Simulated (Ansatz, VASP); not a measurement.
## Two plane-wave programs on BN

Contents of INCAR:

```
ALGO = Normal
EDIFF = 1E-6
ENCUT = 520
GGA = PE
ISIF = 2
ISMEAR = 0
LASPH = T
LCHARG = F
LREAL = F
LWAVE = F
NBANDS = 11
NELM = 60
PREC = Accurate
SIGMA = 0.01
```

Contents of KPOINTS:

```
k-points
0
Gamma
  6 6 6
```

The input POSCAR:

```
BN
1.0
    0.0000000000      1.8075000000      1.8075000000
    1.8075000000      0.0000000000      1.8075000000
    1.8075000000      1.8075000000      0.0000000000
B N
1 1
Direct
    0.0000000000      0.0000000000      0.0000000000
    0.2500000000      0.2500000000      0.2500000000
```

Input for Ansatz:

```yaml
crystal:
  lattice:
    - [0.0, 1.8075, 1.8075]
    - [1.8075, 0.0, 1.8075]
    - [1.8075, 1.8075, 0.0]
  atoms:
    - { symbol: B, position: [0.0, 0.0, 0.0] }
    - { symbol: "N", position: [0.25, 0.25, 0.25] }
basis:
  ecutwfc: 470.0
kpoints:
  mp_grid:
    grid: [6, 6, 6]
    shift: [0.0, 0.0, 0.0]
hamiltonian:
  xc: pbe
scf:
  convergence:
    dr2_threshold: 1.0e-10
  occupations:
    method: fixed
output:
  eigenvalues: true
```

Alike in both runs: task single point; functional PBE; k mesh 6 × 6 × 6; no spin polarisation.

```csv
,VASP,Ansatz
version,VASP 6.6.1,Ansatz 0.2.0
potentials or method,"VASP PAW PBE potentials, release 64 (B, N), cutoff 520 eV","plane waves, PAW"
occupations,"gaussian, width 0.01 eV",fixed
valence electrons in the cell,8,8
```

```tsv
	VASP	Ansatz	Ansatz less VASP
gap on the k mesh at the Fermi level (eV)	4.46	4.47	+0.011
```

The k mesh is coarse, so the values compare programs but aren't converged.
